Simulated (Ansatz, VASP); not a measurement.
## Ir in VASP and in Ansatz

Contents of INCAR:

```
SYSTEM = Ir
  PREC = Accurate
  ENCUT = 520
  EDIFF = 1E-6
  ISMEAR = -1
  SIGMA = 0.05
  LREAL = .False.
  LASPH = .True.
  NELM = 100
  ALGO = Normal
  ISIF = 2
  LWAVE = .False.
  LCHARG = .False.
  GGA = PE
  NBANDS = 16
```

KPOINTS

```
Automatic mesh
0
Gamma
  11 11 6
  0 0 0
```

POSCAR

```
Ir
1.0
    2.8053401807      0.0000000000      0.0000000000
   -1.4026700903      2.4294958627      0.0000000000
    0.0000000000      0.0000000000      4.5498081014
Ir
2
Direct
    0.3333333333      0.6666666667      0.2500000000
    0.6666666667      0.3333333333      0.7500000000
```

File input.yaml:

```yaml
crystal:
  lattice:
    - [2.8053401807, 0.0, 0.0]
    - [-1.4026700903, 2.4294958627, 0.0]
    - [0.0, 0.0, 4.5498081014]
  atoms:
    - { symbol: Ir, position: [0.3333333333, 0.6666666667, 0.25] }
    - { symbol: Ir, position: [0.6666666667, 0.3333333333, 0.75] }
kpoints:
  mp_grid: { grid: [11, 11, 6] }
scf:
  occupations: { method: fermi_dirac, width: 0.05 }
hamiltonian:
  xc: pbe
  pseudopotentials: { kind: all_electron, lapw: { basis_error: 0.0005 } }
output:
  forces: true
  stress: true
  eigenvalues: true
```

Change from the starting cell: volume scaled by 1.06.

Alike in both runs: task single point; functional PBE; k mesh 11 × 11 × 6; occupations fermi-dirac, width 0.05 eV; no spin polarisation.

|  | VASP | Ansatz |
| --- | --- | --- |
| version | VASP 6.6.1 | Ansatz 0.2.0 |
| potentials or method | VASP PAW PBE potentials, release 64 (Ir), cutoff 520 eV | all-electron LAPW, scalar-relativistic |

Ansatz gave:

| Quantity | Value |
| --- | --- |
| gap on the k mesh at the Fermi level (eV) | none |
| pressure (GPa) | -18.2 |
| traceless stress, the component that is largest in VASP (GPa) | -0.52 |

**Question.** Estimate VASP's values.

**Answer.** gap on the k mesh at the Fermi level (eV): none; pressure (GPa): -17.9; traceless stress, the component that is largest in VASP (GPa): -0.47.

A gap of «none» marks a metal or a gap that the smearing closes. Ansatz ran all-electron here, and VASP with PAW potentials.

Neither program's run includes spin-orbit coupling.
